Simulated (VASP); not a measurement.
# BeTe (F-43m) in VASP: notebook

Runs on BeTe. Level: PBEsol. Tasks: single point.

Everything below comes from runs of VASP 6.6.1. Logs are shortened: lines on timing, memory, paths and dates and some standing lists are left out, and cuts for length are marked.

## (1) The cell of the first run

Symmetry: F-43m, No. 216, cubic system. Conventional cell: a = 5.427 Å, b = 5.427 Å, c = 5.427 Å, α = 90.00°, β = 90.00°, γ = 90.00°. Within 3.1 Å of Te (site symmetry -43m) lie 4 Be at 2.35 Å. Be (site symmetry -43m) has 4 Te at 2.35 Å within 3.1 Å.

## (2) Single point, PBEsol (volume scaled by 0.94)

Contents of INCAR:

```
SYSTEM = BeTe
  PREC = Accurate
  ENCUT = 520
  EDIFF = 1E-6
  ISMEAR = -1
  SIGMA = 0.05
  LREAL = .FALSE.
  LASPH = .TRUE.
  NELM = 100
  ALGO = Normal
  ISIF = 2
  LWAVE = .FALSE.
  LCHARG = .FALSE.
  GGA = PS
  NBANDS = 11
```

Contents of KPOINTS:

```
regular mesh
0
G
  8 8 8
  0 0 0
```

Contents of POSCAR:

```
BeTe
1.0
    0.0000000000      2.7134535211      2.7134535211
    2.7134535211      0.0000000000      2.7134535211
    2.7134535211      2.7134535211      0.0000000000
Te Be
1 1
Direct
    0.7500000000      0.7500000000      0.7500000000
    0.0000000000      0.0000000000      0.0000000000
```

Potentials or basis: VASP PAW PBE potentials, release 64 (Te, Be).

Command:

```sh
$ cat potpaw_PBE.64/Te/POTCAR potpaw_PBE.64/Be/POTCAR > POTCAR
$ mpirun -np 1 vasp_std > vasp.out
```

OUTCAR:

```text
SYSTEM = BeTe
   PREC = Accurate
   ENCUT = 520
   EDIFF = 1E-6
   ISMEAR = -1
   LREAL = .FALSE.
   LASPH = .TRUE.
   NELM = 100
   ISIF = 2
   GGA = PS

 ion  position               nearest neighbor table
   1  0.750  0.750  0.750-   2 2.35   2 2.35   2 2.35   2 2.35
   2  0.000  0.000  0.000-   1 2.35   1 2.35   1 2.35   1 2.35

  LATTYP: Found a face centered cubic cell.
 ALAT       =     5.4269070422

  Lattice vectors:

 A1 = (   0.0000000000,   2.7134535211,   2.7134535211)
 A2 = (   2.7134535211,   0.0000000000,   2.7134535211)
 A3 = (   2.7134535211,   2.7134535211,   0.0000000000)

Analysis of symmetry for initial positions (statically):
=====================================================================
 Subroutine PRICEL returns:
 Original cell was already a primitive cell.

 Routine SETGRP: Setting up the symmetry group for a
 face centered cubic supercell.

 Subroutine GETGRP returns: Found 24 space group operations
 (whereof 24 operations were pure point group operations)
 out of a pool of 48 trial point group operations.

The static configuration has the point symmetry T_d .

Analysis of symmetry for dynamics (positions and initial velocities):
=====================================================================
 Subroutine PRICEL returns:
 Original cell was already a primitive cell.

 Routine SETGRP: Setting up the symmetry group for a
 face centered cubic supercell.

 Subroutine GETGRP returns: Found 24 space group operations
 (whereof 24 operations were pure point group operations)
 out of a pool of 48 trial point group operations.

The dynamic configuration has the point symmetry T_d .

 Subroutine INISYM returns: Found 24 space group operations
 (whereof 24 operations are pure point group operations),
 and found     1 'primitive' translations

----------------------------------------------------------------------------------------

                                     Primitive cell

  volume of cell :      39.9574

  direct lattice vectors                    reciprocal lattice vectors
     0.000000000  2.713453521  2.713453521    -0.184267022  0.184267022  0.184267022
     2.713453521  0.000000000  2.713453521     0.184267022 -0.184267022  0.184267022
     2.713453521  2.713453521  0.000000000     0.184267022  0.184267022 -0.184267022

  length of vectors
     3.837402770  3.837402770  3.837402770     0.319159844  0.319159844  0.319159844

  position of ions in fractional coordinates (direct lattice)
     0.750000000  0.750000000  0.750000000
     0.000000000  0.000000000  0.000000000

  ion indices of the primitive-cell ions
   primitive index   ion index
                 1           1
                 2           2

----------------------------------------------------------------------------------------

 KPOINTS: regular mesh

Automatic generation of k-mesh.
 Grid dimensions read from file:
 generate k-points for:    8    8    8

 Generating k-lattice:

  Cartesian coordinates                     Fractional coordinates (reciprocal lattice)
    -0.023033378  0.023033378  0.023033378     0.125000000  0.000000000  0.000000000
     0.023033378 -0.023033378  0.023033378     0.000000000  0.125000000  0.000000000
     0.023033378  0.023033378 -0.023033378     0.000000000  0.000000000  0.125000000

  Length of vectors
     0.039894981  0.039894981  0.039894981

  Shift w.r.t. Gamma in fractional coordinates (k-lattice)
     0.000000000  0.000000000  0.000000000

 Subroutine IBZKPT returns following result:
 ===========================================

 Found     29 irreducible k-points:

 Following reciprocal coordinates:
            Coordinates               Weight
  0.000000  0.000000  0.000000      1.000000
  0.125000  0.000000  0.000000      8.000000
  0.250000  0.000000  0.000000      8.000000
  0.375000  0.000000  0.000000      8.000000
  0.500000  0.000000  0.000000      4.000000
  0.125000  0.125000  0.000000      6.000000
[... 16 lines left out ...]
  0.500000  0.250000  0.125000     48.000000
 -0.375000  0.250000  0.125000     24.000000
 [... further k-points ...]
   k-points           NKPTS =     29   k-points in BZ     NKDIM =     29   number of bands    NBANDS=     11
   number of dos      NEDOS =    301   number of ions     NIONS =      2
   total plane-waves  NPLWV =  27000
   dimension x,y,z NGX =    30 NGY =   30 NGZ =   30
   dimension x,y,z NGXF=    60 NGYF=   60 NGZF=   60
   ions per type =               1   1
   NGX,Y,Z   is equivalent  to a cutoff of  13.00, 13.00, 13.00 a.u.
   NGXF,Y,Z  is equivalent  to a cutoff of  25.99, 25.99, 25.99 a.u.
 SYSTEM =  BeTe
   PREC   = accura    normal or accurate (medium, high low for compatibility)
   ISTART =      0    job   : 0-new  1-cont  2-samecut
   ICHARG =      2    charge: 1-file 2-atom 10-const
   ISPIN  =      1    spin polarized calculation?
   LNONCOLLINEAR =      F non collinear calculations
   LSORBIT =      F    spin-orbit coupling
   LASPH  =      T    aspherical Exc in radial PAW
   ENCUT  =  520.0 eV  38.22 Ry    6.18 a.u.   7.14  7.14  7.14*2*pi/ulx,y,z
   NELM   =    100;   NELMIN=  2; NELMDL= -5     # of ELM steps
   EDIFF  = 0.1E-05   stopping-criterion for ELM
   LREAL  =      F    real-space projection
   EDIFFG = 0.1E-04   stopping-criterion for IOM
   NSW    =      0    number of steps for IOM
   IBRION =     -1    ionic relax: 0-MD 1-quasi-New 2-CG
   NFREE  =      0    steps in history (QN), initial steepest desc. (CG)
   ISIF   =      2    stress and relaxation
   ISYM   =      2    0-nonsym 1-usesym 2-fastsym
   POTIM  = 0.5000    time-step for ionic-motion
   TEBEG  =    0.0;   TEEND  =   0.0 temperature during run
   PSTRESS=    0.0 pullay stress
   NELECT =       8.0000    total number of electrons
   NUPDOWN=      -1.0000    fix difference up-down
   EMIN   =  10.00;   EMAX   =-10.00  energy-range for DOS
   EFERMI =   0.00;   METHOD = LEGACY
   ISMEAR =    -1;   SIGMA  =   0.05  broadening in eV -4-tet -1-fermi 0-gaus
   EFERMI_NEDOS =   21; number of points for ismear=-14 and -15
   IALGO  =     38    algorithm
   IMIX   =      4    mixing-type and parameters
     AMIX     =   0.40;   BMIX     =  1.00
     AMIX_MAG =   1.60;   BMIX_MAG =  1.00
  volume/ion in A,a.u.               =      19.98       134.82
  Fermi-wavevector in a.u.,A,eV,Ry     =   0.957721  1.809831 12.479671  0.917230
  Thomas-Fermi vector in A             =   2.086765
   LORBIT       =      0    0 simple, 1 ext, 2 COOP (PROOUT), +10 PAW based schemes
   GGA     = PS    functional components
   LHFCALC =     F    Hartree Fock is set to
   AEXX    =    0.0000 exact exchange contribution
   IVDW    =     0    specifies the selected vdW correction
   LEPSILON=     F    determine dielectric tensor
   LRPA    =     F    only Hartree local field effects (RPA)
 non-spin polarized calculation
  energy-cutoff  :      520.00
  volume of cell :       39.96
 maximum number of plane-waves:      1090
 NGX is ok and might be reduce to    30
   NGX = 15   NGY = 15   NGZ = 15

 number of electron       8.0000000 magnetization

 Free energy of the ion-electron system (eV)
  ---------------------------------------------------
  ext. energy  EPLUGINS =         0.00000000
  ---------------------------------------------------
  free energy    TOTEN  =        -8.12548655 eV

  energy without entropy =       -8.12548654  energy(sigma->0) =       -8.12548655

 E-fermi :   7.1009     XC(G=0):  -9.6483

 val. band max:        6.3220507287   @ k =   0.0000   0.0000   0.0000
 cond. band min:       7.8794429936   @ k =   0.5000   0.5000   0.0000
 fundamental gap:      1.5573922648
 Fermi energy:         7.1009155936

 k-point     1 :       0.0000    0.0000    0.0000
  band No.  band energies     occupation
      1      -6.8040      2.00000
      2       6.3221      2.00000
      3       6.3221      2.00000
      4       6.3221      2.00000
      5       9.8076      0.00000
      6       9.8076      0.00000
      7       9.8076      0.00000
      8      10.8954      0.00000
      9      14.6719      0.00000
     10      16.8018      0.00000
     11      16.8018      0.00000

 k-point     2 :       0.1250    0.0000    0.0000
  band No.  band energies     occupation
      1      -6.6311      2.00000
      2       4.8356      2.00000
      3       6.0312      2.00000
      4       6.0312      2.00000
      5       9.9643      0.00000
      6      10.2132      0.00000
      7      10.2132      0.00000
      8      12.0968      0.00000
      9      15.0728      0.00000
     10      15.6680      0.00000
     11      15.6680      0.00000

 k-point     3 :       0.2500    0.0000    0.0000
  band No.  band energies     occupation
      1      -6.1467      2.00000
      2       2.5691      2.00000
      3       5.5114      2.00000
      4       5.5114      2.00000
      5       9.8387      0.00000
      6      10.7893      0.00000
      7      10.7893      0.00000
      8      13.8097      0.00000
      9      15.3878      0.00000
     10      15.3878      0.00000
     11      15.4765      0.00000

 k-point     4 :       0.3750    0.0000    0.0000
  band No.  band energies     occupation
      1      -5.5069      2.00000
      2       0.7448      2.00000
      3       5.1232      2.00000
      4       5.1232      2.00000
      5       9.7107      0.00000
      6      10.8704      0.00000
      7      10.8704      0.00000
      8      14.0369      0.00000
      9      16.5998      0.00000
     10      16.5998      0.00000
     11      16.6296      0.00000

 k-point     5 :       0.5000    0.0000    0.0000
  band No.  band energies     occupation
      1      -5.1553      2.00000
      2      -0.0134      2.00000
      3       4.9854      2.00000
      4       4.9854      2.00000
      5       9.6647      0.00000
      6      10.8088      0.00000
      7      10.8088      0.00000
      8      13.9116      0.00000
      9      17.6693      0.00000
     10      18.2093      0.00000
     11      18.2093      0.00000
[... 211 lines left out ...]
 k-point    21 :       0.5000    0.5000    0.0000
  band No.  band energies     occupation
      1      -4.5456      2.00000
      2       0.5586      2.00000
      3       3.2168      2.00000
      4       3.2168      2.00000
      5       7.8794      0.00000
      6       8.7569      0.00000
      7      16.7428      0.00000
      8      16.7428      0.00000
      9      18.4908      0.00000
     10      20.2161      0.00000
     11      20.2473      0.00000

 k-point    22 :       0.3750    0.2500    0.1250
  band No.  band energies     occupation
      1      -5.7412      2.00000
      2       2.3435      2.00000
      3       3.6624      2.00000
      4       4.8694      2.00000
      5       9.7951      0.00000
      6      11.4968      0.00000
      7      11.5644      0.00000
      8      12.8811      0.00000
      9      15.7379      0.00000
     10      17.1964      0.00000
     11      17.9829      0.00000

 k-point    23 :       0.5000    0.2500    0.1250
  band No.  band energies     occupation
      1      -5.1640      2.00000
      2       1.0868      2.00000
      3       3.0887      2.00000
      4       4.3210      2.00000
      5      10.2727      0.00000
      6      11.0693      0.00000
      7      12.3952      0.00000
      8      13.5216      0.00000
      9      16.4258      0.00000
     10      17.0808      0.00000
     11      18.9356      0.00000

 k-point    24 :      -0.3750    0.2500    0.1250
  band No.  band energies     occupation
      1      -4.8586      2.00000
      2       0.4781      2.00000
      3       2.9880      2.00000
      4       4.0521      2.00000
      5      10.3783      0.00000
      6      10.8056      0.00000
      7      13.3282      0.00000
      8      14.3924      0.00000
      9      14.9596      0.00000
     10      18.1062      0.00000
     11      18.5982      0.00000

 [... further k-points ...]

------------------------ aborting loop because EDIFF is reached ----------------------------------------

  FORCE on cell =-STRESS in cart. coord.  units (eV):
  Direction    XX          YY          ZZ          XY          YZ          ZX
  --------------------------------------------------------------------------------------
  -------------------------------------------------------------------------------------
  Total        1.8550793      1.8550793      1.8550793      0.0000000     -0.0000000      0.0000000
  in kB       74.3833808     74.3833808     74.3833808      0.0000000     -0.0000000      0.0000000
  external PRESSURE =      74.3833808 kB  Pullay stress =       0.0000000 kB

 VOLUME and BASIS-vectors are now :
 -----------------------------------------------------------------------------
  energy-cutoff  :      520.00
  volume of cell :       39.96
      direct lattice vectors                 reciprocal lattice vectors
     0.000000000  2.713453521  2.713453521    -0.184267022  0.184267022  0.184267022
     2.713453521  0.000000000  2.713453521     0.184267022 -0.184267022  0.184267022
     2.713453521  2.713453521  0.000000000     0.184267022  0.184267022 -0.184267022

 POSITION                                       TOTAL-FORCE (eV/Angst)
 -----------------------------------------------------------------------------------
      4.07018      4.07018      4.07018        -0.000000     -0.000000     -0.000000
      0.00000      0.00000      0.00000         0.000000      0.000000      0.000000
 -----------------------------------------------------------------------------------
    total drift:                               -0.000000     -0.000000     -0.000000

  FREE ENERGIE OF THE ION-ELECTRON SYSTEM (eV)
  ---------------------------------------------------
  free  energy   TOTEN  =        -8.1254865478 eV

  energy  without entropy=       -8.1254865443  energy(sigma->0) =       -8.12548655
```

Wall time 13 s (1 thread of Intel Xeon 6975P-C (Granite Rapids), shared host); peak memory 0.17 GiB.

What came out:

```yaml
Free_energy: -8.1255 eV
Pressure: 7.4 GPa
Band_gap_on_the_k_mesh: 1.56 eV, indirect (least direct gap 3.49 eV)
```

Caveat: the PAW data sets were made with another functional, which shifts forces and pressure a little; spin-orbit coupling is left out, which moves the levels of the heavy elements. A k mesh can miss the band edges.

(Part 1 of 2 ends here.)
